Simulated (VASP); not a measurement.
# Ba (Im-3m) in VASP: single point with r2SCAN

Aim: the single point of Ba with r2SCAN.

Program: VASP 6.6.1. These are calculated values, not measurements. Logs are shortened: lines on timing, memory, paths and dates and some standing lists are left out, and cuts for length are marked.

**1. The cell of the first run**

The structure is cubic, space group Im-3m (No. 229). Conventional cell: a = 5.074 Å, b = 5.074 Å, c = 5.074 Å, α = 90.00°, β = 90.00°, γ = 90.00°. Ba (site symmetry m-3m) has 14 Ba at 4.39 to 5.07 Å within 5.8 Å.

**2. Single point, r2SCAN**

POSCAR reads:

```
Ba
1.0
   -2.5367938902      2.5367938902      2.5367938902
    2.5367938902     -2.5367938902      2.5367938902
    2.5367938902      2.5367938902     -2.5367938902
Ba
1
Direct
    0.0000000000      0.0000000000      0.0000000000
```

INCAR.step1 reads:

```
ALGO = Normal ; EDIFF = 1E-4
ENCUT = 520 ; GGA = PE
ISMEAR = -1 ; LASPH = T
LCHARG = F ; LREAL = F
LWAVE = T ; NBANDS = 11
NELM = 100 ; PREC = Accurate
SIGMA = 0.1
```

INCAR.step2 reads:

```
ALGO = Normal ; EDIFF = 1E-7
ENCUT = 520 ; ISIF = 2
ISMEAR = -1 ; ISTART = 1
LASPH = T ; LCHARG = T
LELF = T ; LMIXTAU = T
LREAL = F ; LVHAR = T
LWAVE = F ; METAGGA = R2SCAN
NBANDS = 11 ; NELM = 100
PREC = Accurate ; SIGMA = 0.1
```

KPOINTS reads:

```
k-points
0
Gamma
  14 14 14
```

Potentials or basis: VASP PAW PBE potentials, release 64 (Ba_sv).

Run with:

```console
> cat potpaw_PBE.64/Ba_sv/POTCAR > POTCAR
> cp INCAR.step1 INCAR
> mpirun -np 1 vasp_std > vasp.out
> cp INCAR.step2 INCAR
> mpirun -np 1 vasp_std > vasp.out
```

OUTCAR:

```text
EDIFF = 1E-7
   ENCUT = 520
   ISIF = 2
   ISMEAR = -1
   ISTART = 1
   LASPH = T
   LREAL = F
   METAGGA = R2SCAN
   NELM = 100
   PREC = Accurate

 ion  position               nearest neighbor table
   1  0.000  0.000  0.000-

  LATTYP: Found a body centered cubic cell.
 ALAT       =     5.0735877804

  Lattice vectors:

 A1 = (  -2.5367938902,   2.5367938902,   2.5367938902)
 A2 = (   2.5367938902,  -2.5367938902,   2.5367938902)
 A3 = (   2.5367938902,   2.5367938902,  -2.5367938902)

Analysis of symmetry for initial positions (statically):
=====================================================================
 Subroutine PRICEL returns:
 Original cell was already a primitive cell.

 Routine SETGRP: Setting up the symmetry group for a
 body centered cubic supercell.

 Subroutine GETGRP returns: Found 48 space group operations
 (whereof 48 operations were pure point group operations)
 out of a pool of 48 trial point group operations.

The static configuration has the point symmetry O_h .

Analysis of symmetry for dynamics (positions and initial velocities):
=====================================================================
 Subroutine PRICEL returns:
 Original cell was already a primitive cell.

 Routine SETGRP: Setting up the symmetry group for a
 body centered cubic supercell.

 Subroutine GETGRP returns: Found 48 space group operations
 (whereof 48 operations were pure point group operations)
 out of a pool of 48 trial point group operations.

The dynamic configuration has the point symmetry O_h .

 Subroutine INISYM returns: Found 48 space group operations
 (whereof 48 operations are pure point group operations),
 and found     1 'primitive' translations

----------------------------------------------------------------------------------------

                                     Primitive cell

  volume of cell :      65.3004

  direct lattice vectors                    reciprocal lattice vectors
    -2.536793890  2.536793890  2.536793890     0.000000000  0.197099182  0.197099182
     2.536793890 -2.536793890  2.536793890     0.197099182  0.000000000  0.197099182
     2.536793890  2.536793890 -2.536793890     0.197099182  0.197099182  0.000000000

  length of vectors
     4.393855906  4.393855906  4.393855906     0.278740336  0.278740336  0.278740336

  position of ions in fractional coordinates (direct lattice)
     0.000000000  0.000000000  0.000000000

  ion indices of the primitive-cell ions
   primitive index   ion index
                 1           1

----------------------------------------------------------------------------------------

 KPOINTS: k-points

Automatic generation of k-mesh.
 Grid dimensions read from file:
 generate k-points for:   14   14   14

 Generating k-lattice:

  Cartesian coordinates                     Fractional coordinates (reciprocal lattice)
     0.000000000  0.014078513  0.014078513     0.071428571  0.000000000  0.000000000
     0.014078513  0.000000000  0.014078513     0.000000000  0.071428571  0.000000000
     0.014078513  0.014078513  0.000000000     0.000000000  0.000000000  0.071428571

  Length of vectors
     0.019910024  0.019910024  0.019910024

  Shift w.r.t. Gamma in fractional coordinates (k-lattice)
     0.000000000  0.000000000  0.000000000

 Subroutine IBZKPT returns following result:
 ===========================================

 Found    104 irreducible k-points:

 Following reciprocal coordinates:
            Coordinates               Weight
  0.000000  0.000000  0.000000      1.000000
  0.071429  0.000000  0.000000     12.000000
  0.142857  0.000000  0.000000     12.000000
  0.214286  0.000000  0.000000     12.000000
  0.285714  0.000000  0.000000     12.000000
  0.357143  0.000000  0.000000     12.000000
[... 16 lines left out ...]
  0.285714  0.285714  0.000000     24.000000
  0.357143  0.285714  0.000000     24.000000
 [... further k-points ...]
   k-points           NKPTS =    104   k-points in BZ     NKDIM =    104   number of bands    NBANDS=     11
   number of dos      NEDOS =    301   number of ions     NIONS =      1
   total plane-waves  NPLWV =  46656
   dimension x,y,z NGX =    36 NGY =   36 NGZ =   36
   dimension x,y,z NGXF=    72 NGYF=   72 NGZF=   72
   ions per type =               1
   NGX,Y,Z   is equivalent  to a cutoff of  13.62, 13.62, 13.62 a.u.
   NGXF,Y,Z  is equivalent  to a cutoff of  27.24, 27.24, 27.24 a.u.
 SYSTEM =  unknown system
   PREC   = accura    normal or accurate (medium, high low for compatibility)
   ISTART =      1    job   : 0-new  1-cont  2-samecut
   ICHARG =      0    charge: 1-file 2-atom 10-const
   ISPIN  =      1    spin polarized calculation?
   LNONCOLLINEAR =      F non collinear calculations
   LSORBIT =      F    spin-orbit coupling
   LASPH  =      T    aspherical Exc in radial PAW
   ENCUT  =  520.0 eV  38.22 Ry    6.18 a.u.   8.17  8.17  8.17*2*pi/ulx,y,z
   NELM   =    100;   NELMIN=  2; NELMDL=  0     # of ELM steps
   EDIFF  = 0.1E-06   stopping-criterion for ELM
   LREAL  =      F    real-space projection
   EDIFFG = 0.1E-05   stopping-criterion for IOM
   NSW    =      0    number of steps for IOM
   IBRION =     -1    ionic relax: 0-MD 1-quasi-New 2-CG
   NFREE  =      0    steps in history (QN), initial steepest desc. (CG)
   ISIF   =      2    stress and relaxation
   ISYM   =      2    0-nonsym 1-usesym 2-fastsym
   POTIM  = 0.5000    time-step for ionic-motion
   TEBEG  =    0.0;   TEEND  =   0.0 temperature during run
   PSTRESS=    0.0 pullay stress
   NELECT =      10.0000    total number of electrons
   NUPDOWN=      -1.0000    fix difference up-down
   EMIN   =  10.00;   EMAX   =-10.00  energy-range for DOS
   EFERMI =   0.00;   METHOD = LEGACY
   ISMEAR =    -1;   SIGMA  =   0.10  broadening in eV -4-tet -1-fermi 0-gaus
   EFERMI_NEDOS =   21; number of points for ismear=-14 and -15
   IALGO  =     38    algorithm
   IMIX   =      4    mixing-type and parameters
     AMIX     =   0.40;   BMIX     =  1.00
     AMIX_MAG =   1.60;   BMIX_MAG =  1.00
  volume/ion in A,a.u.               =      65.30       440.67
  Fermi-wavevector in a.u.,A,eV,Ry     =   0.875863  1.655142 10.437525  0.767136
  Thomas-Fermi vector in A             =   1.995593
   LORBIT       =      0    0 simple, 1 ext, 2 COOP (PROOUT), +10 PAW based schemes
   METAGGA = R2SCAN    functional components
   LHFCALC =     F    Hartree Fock is set to
   AEXX    =    0.0000 exact exchange contribution
   IVDW    =     0    specifies the selected vdW correction
   LEPSILON=     F    determine dielectric tensor
   LRPA    =     F    only Hartree local field effects (RPA)
 non-spin polarized calculation
  energy-cutoff  :      520.00
  volume of cell :       65.30
 maximum number of plane-waves:      1777
 NGX is ok and might be reduce to    36
   NGX = 17   NGY = 17   NGZ = 17

 number of electron      10.0000000 magnetization

 Free energy of the ion-electron system (eV)
  ---------------------------------------------------
  ext. energy  EPLUGINS =         0.00000000
  ---------------------------------------------------
  free energy    TOTEN  =       -26.45346422 eV

  energy without entropy =      -26.41099688  energy(sigma->0) =      -26.43223055

 E-fermi :   1.6186     XC(G=0):  -7.7080

 val. band max:        1.6142976879   @ k =  -0.4286  -0.4286   0.2143
 cond. band min:       1.6260831231   @ k =  -0.3571   0.5000   0.2143
 fundamental gap:      0.0117854351
 Fermi energy:         1.6186060917

 k-point     1 :       0.0000    0.0000    0.0000
  band No.  band energies     occupation
      1     -28.3672      2.00000
      2     -12.9176      2.00000
      3     -12.9176      2.00000
      4     -12.9176      2.00000
      5      -1.2587      2.00000
      6       3.7054      0.00000
      7       3.7054      0.00000
      8       3.7054      0.00000
      9       5.0149      0.00000
     10       5.0149      0.00000
     11       8.7920      0.00000

 k-point     2 :       0.0714    0.0000    0.0000
  band No.  band energies     occupation
      1     -28.3652      2.00000
      2     -12.9401      2.00000
      3     -12.9243      2.00000
      4     -12.9178      2.00000
      5      -1.1619      2.00000
      6       3.6193      0.00000
      7       3.6557      0.00000
      8       3.8014      0.00000
      9       4.8732      0.00000
     10       5.0067      0.00000
     11       8.9063      0.00000

 k-point     3 :       0.1429    0.0000    0.0000
  band No.  band energies     occupation
      1     -28.3597      2.00000
      2     -13.0021      2.00000
      3     -12.9430      2.00000
      4     -12.9184      2.00000
      5      -0.8842      2.00000
      6       3.4014      0.00000
      7       3.4394      0.00000
      8       4.0857      0.00000
      9       4.7021      0.00000
     10       5.0000      0.00000
     11       9.1684      0.00000

 k-point     4 :       0.2143    0.0000    0.0000
  band No.  band energies     occupation
      1     -28.3517      2.00000
      2     -13.0895      2.00000
      3     -12.9697      2.00000
      4     -12.9192      2.00000
      5      -0.4653      2.00000
      6       3.0647      0.00000
      7       3.1312      0.00000
      8       4.5471      0.00000
      9       4.7357      0.00000
     10       5.0313      0.00000
     11       9.2517      0.00000
[... 239 lines left out ...]
 k-point    22 :       0.3571    0.2143    0.0000
  band No.  band energies     occupation
      1     -28.3241      2.00000
      2     -13.2808      2.00000
      3     -13.1173      2.00000
      4     -12.9628      2.00000
      5       1.3317      1.89262
      6       2.2449      0.00380
      7       2.4222      0.00065
      8       4.9424      0.00000
      9       5.5717      0.00000
     10       7.2310      0.00000
     11       7.5179      0.00000

 k-point    23 :       0.2857    0.2857    0.0000
  band No.  band energies     occupation
      1     -28.3237      2.00000
      2     -13.2572      2.00000
      3     -13.1432      2.00000
      4     -12.9677      2.00000
      5       1.5339      1.39997
      6       2.0526      0.02573
      7       2.4037      0.00078
      8       5.0668      0.00000
      9       5.4403      0.00000
     10       7.0911      0.00000
     11       7.6117      0.00000

 k-point    24 :       0.3571    0.2857    0.0000
  band No.  band energies     occupation
      1     -28.3224      2.00000
      2     -13.2407      2.00000
      3     -13.1750      2.00000
      4     -12.9699      2.00000
      5       1.7079      0.58089
      6       2.1622      0.00867
      7       2.1709      0.00796
      8       5.1730      0.00000
      9       5.4590      0.00000
     10       6.7991      0.00000
     11       7.9946      0.00000

 [... further k-points ...]

------------------------ aborting loop because EDIFF is reached ----------------------------------------

  FORCE on cell =-STRESS in cart. coord.  units (eV):
  Direction    XX          YY          ZZ          XY          YZ          ZX
  --------------------------------------------------------------------------------------
  -------------------------------------------------------------------------------------
  Total        0.0192570      0.0192570      0.0192570     -0.0000000     -0.0000000      0.0000000
  in kB        0.4724800      0.4724800      0.4724800     -0.0000000     -0.0000000      0.0000000
  external PRESSURE =       0.4724800 kB  Pullay stress =       0.0000000 kB

 VOLUME and BASIS-vectors are now :
 -----------------------------------------------------------------------------
  energy-cutoff  :      520.00
  volume of cell :       65.30
      direct lattice vectors                 reciprocal lattice vectors
    -2.536793890  2.536793890  2.536793890     0.000000000  0.197099182  0.197099182
     2.536793890 -2.536793890  2.536793890     0.197099182  0.000000000  0.197099182
     2.536793890  2.536793890 -2.536793890     0.197099182  0.197099182  0.000000000

 POSITION                                       TOTAL-FORCE (eV/Angst)
 -----------------------------------------------------------------------------------
      0.00000      0.00000      0.00000         0.000000      0.000000     -0.000000
 -----------------------------------------------------------------------------------
    total drift:                               -0.000000      0.000000      0.000000

  FREE ENERGIE OF THE ION-ELECTRON SYSTEM (eV)
  ---------------------------------------------------
  free  energy   TOTEN  =       -26.4534642191 eV

  energy  without entropy=      -26.4109968766  energy(sigma->0) =      -26.43223055
```

It took 8.5 min on 1 thread of Intel Xeon 8259CL, shared host; peak memory 0.26 GiB.

Results:

```
Free energy            : -26.4535 eV
Pressure               : 0.0 GPa
Band gap on the k mesh : zero (bands 5 and 6 overlap by 1.01 eV)
```

Caveat: the PAW data sets were made with another functional, which shifts forces and pressure a little; spin-orbit coupling is left out, which moves the levels of the heavy elements.
